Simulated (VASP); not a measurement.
NaCl, 4 atoms in the cell. The typed cell holds 4 atoms: a = 4.827 Å, b = 4.827 Å, c = 5.714 Å, α = 90.00°, β = 90.00°, γ = 120.00°. 

```yaml
Program: VASP 6.6.1
Task: single point
Functional: PBE
Potentials_or_basis: VASP PAW PBE potentials, release 64 (Na_pv, Cl)
Cutoff: 520 eV
k_mesh: 6 × 6 × 4
Occupations: gaussian, width 0.01 eV
Spin: no spin polarisation
Dipole_correction: no
Further_INCAR_settings: ALGO = Normal; EDIFF = 1e-06; NBANDS = 22
```

Potentials or basis: VASP PAW PBE potentials, release 64 (Na_pv, Cl).

The run is started by

```sh
$ cat potpaw_PBE.64/Na_pv/POTCAR potpaw_PBE.64/Cl/POTCAR > POTCAR
$ mpirun -np 1 vasp_std > vasp.out
```

Hardware: 1 thread of Intel(R) Xeon(R) 6975P-C (Granite Rapids) (shared host).

**Question.** Estimate the wall time of this run.

**Answer.** Wall time 19 s on 1 thread of Intel(R) Xeon(R) 6975P-C (Granite Rapids), on a shared host, peak memory 0.22 GiB. Counts: scf iterations 14, k points 21.
